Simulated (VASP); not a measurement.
Write the native input for VASP 6.6.1 that does the following.

```
Task                   : single point
Functional             : LDA
Potentials or basis    : VASP PAW LDA potentials, release 64 (Mg)
Cutoff                 : 520 eV
k mesh                 : 4 × 4 × 6
Occupations            : fermi-dirac, width 0.1 eV
Spin                   : no spin polarisation
Dipole correction      : no
Further INCAR settings : ALGO = Normal; EDIFF = 1e-07; NBANDS = 7
```

The structure of Mg lies in POSCAR:

```
Mg
1.0
    3.9079900000     -4.3948000000      0.0000000000
    3.9079900000      4.3948000000      0.0000000000
   -0.4272000000      0.0000000000      3.7967600000
Mg
1
Direct
    0.0000000000      0.0000000000      0.0000000000
```

The input as run:

INCAR

```
ALGO     = Normal         # electronic algorithm
EDIFF    = 1E-7           # SCF threshold, eV
ENCUT    = 520            # plane-wave cutoff, eV
GGA      = CA             # functional
ISIF     = 2              # what is computed and relaxed
ISMEAR   = -1             # smearing method
LASPH    = T              # aspherical terms in the spheres
LCHARG   = T              # write CHGCAR
LELF     = T              # ELF
LREAL    = F              # projectors in reciprocal space
LVHAR    = T            
LWAVE    = F              # write WAVECAR
NBANDS   = 7              # bands
NELM     = 100            # most SCF steps
PREC     = Accurate       # precision mode
SIGMA    = 0.1            # smearing width, eV
```

KPOINTS

```
k-points
0
Gamma
  4 4 6
```

Potentials or basis: VASP PAW LDA potentials, release 64 (Mg).

Run with:

```sh
$ cat potpaw_LDA.64/Mg/POTCAR > POTCAR
$ mpirun -np 1 vasp_std > vasp.out
```

Results of the run:

```
Pressure               : -0.3 GPa
Band gap on the k mesh : 0.53 eV, indirect (least direct gap 0.94 eV)
```

Run time: 15 s on 1 thread of Intel(R) Xeon(R) 6975P-C (Granite Rapids), with other jobs on the host, peak memory 0.19 GiB.
